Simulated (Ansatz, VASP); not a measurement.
**TiPt3: VASP beside Ansatz**

File INCAR:

```
SYSTEM = TiPt3
ALGO = Normal ; EDIFF = 1E-6
ENCUT = 520 ; GGA = PS
ISIF = 2 ; ISMEAR = -1
LASPH = .True. ; LCHARG = .False.
LREAL = .False. ; LWAVE = .False.
NBANDS = 29 ; NELM = 100
PREC = Accurate ; SIGMA = 0.05
```

KPOINTS

```
k-points
0
Gamma
  9 9 9
  0 0 0
```

The input POSCAR:

```
TiPt3
1.0
    3.8970000000      0.0000000000      0.0000000000
    0.0000000000      3.8970000000      0.0000000000
    0.0000000000      0.0000000000      3.8970000000
Ti Pt
1 3
Direct
    0.0000000000      0.0000000000      0.0000000000
    0.0000000000      0.5000000000      0.5000000000
    0.5000000000      0.0000000000      0.5000000000
    0.5000000000      0.5000000000      0.0000000000
```

Input for Ansatz:

```yaml
crystal:
  lattice:
    - [3.897, 0.0, 0.0]
    - [0.0, 3.897, 0.0]
    - [0.0, 0.0, 3.897]
  atoms:
    - { symbol: Ti, position: [0.0, 0.0, 0.0] }
    - { symbol: Pt, position: [0.0, 0.5, 0.5] }
    - { symbol: Pt, position: [0.5, 0.0, 0.5] }
    - { symbol: Pt, position: [0.5, 0.5, 0.0] }
kpoints:
  mp_grid: { grid: [9, 9, 9] }
  band_path:
    path:
      - [0.0, 0.0, 0.0]
      - [0.0, 0.5, 0.0]
      - [0.5, 0.5, 0.0]
      - [0.0, 0.0, 0.0]
      - [0.5, 0.5, 0.5]
      - [0.0, 0.5, 0.0]
      - [0.5, 0.5, 0.5]
      - [0.5, 0.5, 0.0]
    npoints: 14
scf:
  occupations: { method: fermi_dirac, width: 0.05 }
hamiltonian:
  xc: pbesol
  pseudopotentials: { kind: all_electron, lapw: { basis_error: 0.0005 } }
output:
  forces: true
  stress: true
  eigenvalues: true
  populations: true
  dos: { projected: true, de: 0.2, e_range: [-14, 8] }
```

Alike in both runs: task single point; functional PBEsol; k mesh 9 × 9 × 9; occupations fermi-dirac, width 0.05 eV; no spin polarisation.

|  | VASP | Ansatz |
| --- | --- | --- |
| version | VASP 6.6.1 | Ansatz 0.2.0 |
| potentials or method | VASP PAW PBE potentials, release 64 (Ti_sv, Pt), cutoff 520 eV | all-electron LAPW, scalar-relativistic |

Ansatz gave:

```
pressure (GPa) : 0.5
```

Task: Which values does VASP return?

Result: Pressure (GPa): 0.2.

VASP's potentials were made for PBE, not for PBEsol. Ansatz ran all-electron here, and VASP with PAW potentials.

Neither program's run includes spin-orbit coupling.
